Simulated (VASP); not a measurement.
Set up this calculation in VASP 6.6.1, as the native input.

* Task: relaxation of cell and atoms
* Functional: PBE
* Potentials or basis: VASP PAW PBE potentials, release 64 (Na_pv, Sr_sv, Y_sv, W_sv, O)
* Cutoff: 600 eV
* k mesh: 6 × 6 × 6
* Occupations: gaussian, width 0.02 eV
* Spin: no spin polarisation
* Dipole correction: no
* Further INCAR settings: ALGO = Normal; EDIFF = 1e-06; IBRION = 2; EDIFFG = -0.005; NSW = 100; ISIF = 3

The structure of NaSrYWO6 lies in POSCAR:

```
NaSrYWO6
1.0
    0.0000000000      4.1720183400      4.1720183400
    4.1720183400      0.0000000000      4.1720183400
    4.1720183400      4.1720183400      0.0000000000
Na Sr Y W O
1 1 1 1 6
Direct
    0.2500000000      0.2500000000      0.2500000000
    0.7500000000      0.7500000000      0.7500000000
    0.5000000000      0.5000000000      0.5000000000
    0.0000000000      0.0000000000      0.0000000000
    0.7666654300      0.2333345700      0.2333345700
    0.2333345700      0.7666654300      0.7666654300
    0.7666654300      0.7666654300      0.2333345700
    0.2333345700      0.2333345700      0.7666654300
    0.2333345700      0.7666654300      0.2333345700
    0.7666654300      0.2333345700      0.7666654300
```

One way to write it, as run:

INCAR

```
SYSTEM = NaSrYWO6
  ALGO = Normal
  EDIFF = 1E-6
  EDIFFG = -0.005
  ENCUT = 600
  GGA = PE
  IBRION = 2
  ISIF = 3
  ISMEAR = 0
  LASPH = .True.
  LCHARG = .False.
  LREAL = .False.
  LWAVE = .False.
  NELM = 80
  NSW = 100
  PREC = Accurate
  SIGMA = 0.02
```

KPOINTS

```
k-points
0
Gamma
  6 6 6
  0 0 0
```

Potentials or basis: VASP PAW PBE potentials, release 64 (Na_pv, Sr_sv, Y_sv, W_sv, O).

Command:

```bash
$ cat potpaw_PBE.64/Na_pv/POTCAR potpaw_PBE.64/Sr_sv/POTCAR potpaw_PBE.64/Y_sv/POTCAR potpaw_PBE.64/W_sv/POTCAR potpaw_PBE.64/O/POTCAR > POTCAR
$ mpirun -np 1 vasp_std > vasp.out
```

It gave:

```json
{
  "Relaxed volume": "14.27 Å³/atom",
  "Relaxed cell": "a = 5.866 Å, b = 5.866 Å, c = 5.866 Å, α = 60.00°, β = 60.00°, γ = 60.00°",
  "Space group after relaxing (to 0.1 Å)": "F-43m (No. 216)",
  "Energy gained by relaxing": "2.4 meV/atom",
  "Ionic steps": "7",
  "Pressure after relaxing": "0.0 GPa",
  "Largest force after relaxing": "0.003 eV/Å",
  "Band gap on the k mesh": "2.50 eV (least direct gap 2.52 eV)"
}
```

Caveat: spin-orbit coupling is left out, which moves the levels of the heavy elements.

Wall time 7.9 min on 1 thread of Intel(R) Xeon(R) Platinum 8488C (Sapphire Rapids) (shared host), peak memory 0.44 GiB.
